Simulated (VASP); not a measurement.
# AlN (m): relaxation of cell and atoms with PBEsol

AlN (m):

```
CELL_PARAMETERS angstrom
3.11798 0.00000 0.00000
-1.55899 2.70025 0.00000
0.00000 0.00000 5.05114
ATOMIC_POSITIONS crystal
Al 0.33333 0.66667 0.00000
Al 0.66667 0.33333 0.50000
N 0.33333 0.66667 0.37800
N 0.66667 0.33333 0.87800
```

```yaml
Program: VASP 6.6.1
Task: relaxation of cell and atoms
Functional: PBEsol
Potentials_or_basis: VASP PAW PBE potentials, release 64 (Al, N)
Cutoff: 600 eV
k_mesh: 9 × 9 × 6
Occupations: gaussian, width 0.02 eV
Spin: no spin polarisation
Dipole_correction: no
Further_INCAR_settings: ALGO = Normal; EDIFF = 1e-07; IBRION = 2; EDIFFG = -0.002; NSW = 100; ISIF = 3
```

```yaml
Relaxed_volume: 10.45 Å³/atom
Relaxed_cell: a = 3.113 Å, b = 3.113 Å, c = 4.982 Å, α = 90.00°, β = 90.00°, γ = 120.00°
Space_group_after_relaxing_to_0.05_Å: P6_3mc (No. 186)
Energy_gained_by_relaxing: 2.9 meV/atom
Ionic_steps: 9
Pressure_after_relaxing: 0.0 GPa
Band_gap_on_the_k_mesh: 4.12 eV, direct
```

Step by step:
| step | energy change (eV) | largest force (eV/Å) | pressure (GPa) | volume (Å³) |
| --- | --- | --- | --- | --- |
| 1 | 0.0000 | 0.1072 | -3.18 | 42.53 |
| 2 | -0.0051 | 0.0610 | 2.94 | 41.24 |
| 3 | -0.0092 | 0.0790 | 0.41 | 41.75 |
| 4 | -0.0110 | 0.0337 | 0.16 | 41.79 |
| 5 | -0.0114 | 0.0001 | -0.04 | 41.82 |
| 6 | -0.0114 | 0.0016 | -0.04 | 41.82 |
| 7 | -0.0114 | 0.0031 | -0.03 | 41.82 |
| 8 | -0.0114 | 0.0001 | 0.03 | 41.81 |
| 9 | -0.0114 | 0.0011 | 0.01 | 41.81 |

Final structure:
```
CELL_PARAMETERS angstrom
3.11281 0.00000 0.00000
-1.55641 2.69577 0.00000
0.00000 0.00000 4.98248
ATOMIC_POSITIONS crystal
Al 0.33333 0.66667 0.99802
Al 0.66667 0.33333 0.49802
N 0.33333 0.66667 0.37998
N 0.66667 0.33333 0.87998
```

Levels at points of the mesh, in eV from the valence-band top:
| k point | band 5 | band 6 | band 7 | band 8 | band 9 | band 10 | band 11 | band 12 |
| --- | --- | --- | --- | --- | --- | --- | --- | --- |
| (0.00, 0.00, 0.00) | -0.88 | -0.22 | -0.22 | 0.00 | 4.12 | 6.56 | 10.50 | 11.03 |
| (0.00, 0.00, 0.50) | -0.56 | -0.56 | -0.56 | -0.56 | 6.37 | 6.37 | 10.20 | 10.20 |

Run time: 3.3 min on 1 thread of Intel Xeon 8259CL, on a shared host, peak memory 0.19 GiB.

Caveat: the PAW data sets were made with another functional, which shifts forces and pressure a little. A k mesh can miss the band edges.
